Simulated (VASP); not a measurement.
BN, 4 atoms in the cell. The structure is hexagonal, space group P6_3/mmc (No. 194). Conventional cell: a = 2.486 Å, b = 2.486 Å, c = 6.037 Å, α = 90.00°, β = 90.00°, γ = 120.00°. Within 1.9 Å of B (site symmetry -6m2) lie 3 N at 1.44 Å. Within 1.9 Å of N (site symmetry -6m2) lie 3 B at 1.44 Å.  This cell differs from its parent crystal: volume 8.081 Å^3 an atom, c/a of the conventional cell 2.4281.

- Program: VASP 6.6.1
- Task: single point
- Functional: LDA
- Potentials or basis: VASP PAW LDA potentials, release 64 (B, N)
- Cutoff: 520 eV
- k mesh: 12 × 12 × 4
- Occupations: gaussian, width 0.05 eV
- Spin: no spin polarisation
- Dipole correction: no
- Further INCAR settings: ALGO = Normal; EDIFF = 1e-07; NBANDS = 16

Potentials or basis: VASP PAW LDA potentials, release 64 (B, N).

Command:

```bash
$ cat potpaw_LDA.64/B/POTCAR potpaw_LDA.64/N/POTCAR > POTCAR
$ mpirun -np 1 vasp_std > vasp.out
```

Hardware: 1 thread of AMD EPYC 9R45 96-Core Processor (Zen 5), on a shared host.

Problem. Estimate the wall time of this run.

Solution. Run time: 14 s on 1 thread of AMD EPYC 9R45 96-Core Processor (Zen 5), with other jobs on the host, peak memory 0.11 GiB. Counts: scf iterations 13, k points 57.
